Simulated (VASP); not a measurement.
Wanted: the native input for a VASP 6.6.1 run.

```
Task                   : single point
Functional             : RPBE
Potentials or basis    : VASP PAW PBE potentials, release 64 (Hf_pv, N)
Cutoff                 : 520 eV
k mesh                 : 10 × 10 × 10
Occupations            : gaussian, width 0.05 eV
Spin                   : no spin polarisation
Dipole correction      : no
Further INCAR settings : ALGO = Normal; EDIFF = 1e-07; NBANDS = 14
```

The structure of HfN lies in POSCAR:

```
HfN
1.0
    0.0000000000      2.2872193120      2.2872193120
    2.2872193120      0.0000000000      2.2872193120
    2.2872193120      2.2872193120      0.0000000000
Hf N
1 1
Direct
    0.5000000000      0.5000000000      0.5000000000
    0.0000000000      0.0000000000      0.0000000000
```

One way to write it, as run:

INCAR

```
SYSTEM = HfN
PREC     = Accurate       ! precision mode
ENCUT    = 520            ! plane-wave cutoff, eV
EDIFF    = 1E-7           ! SCF threshold, eV
ISMEAR   = 0              ! smearing method
SIGMA    = 0.05           ! smearing width, eV
LREAL    = .FALSE.        ! projectors in reciprocal space
LASPH    = .TRUE.         ! aspherical terms in the spheres
NELM     = 100            ! most SCF steps
ALGO     = Normal         ! electronic algorithm
ISIF     = 2              ! what is computed and relaxed
LWAVE    = .FALSE.        ! write WAVECAR
LCHARG   = .FALSE.        ! write CHGCAR
GGA      = RP             ! functional
NBANDS   = 14             ! bands
```

KPOINTS

```
Automatic mesh
0
G
  10 10 10
  0 0 0
```

Potentials or basis: VASP PAW PBE potentials, release 64 (Hf_pv, N).

Run with:

```bash
$ cat potpaw_PBE.64/Hf_pv/POTCAR potpaw_PBE.64/N/POTCAR > POTCAR
$ mpirun -np 1 vasp_std > vasp.out
```

Results of the run:

```json
{
  "Pressure": "-2.3 GPa",
  "Band gap on the k mesh": "zero (an odd number of electrons rules out a gap without spin polarisation)"
}
```

Caveat: the PAW data sets were made with another functional, which shifts forces and pressure a little; spin-orbit coupling is left out, which moves the levels of the heavy elements.

It took 6.9 s on 1 thread of Intel(R) Xeon(R) Platinum 8488C (Sapphire Rapids), on a shared host, peak memory 0.14 GiB.
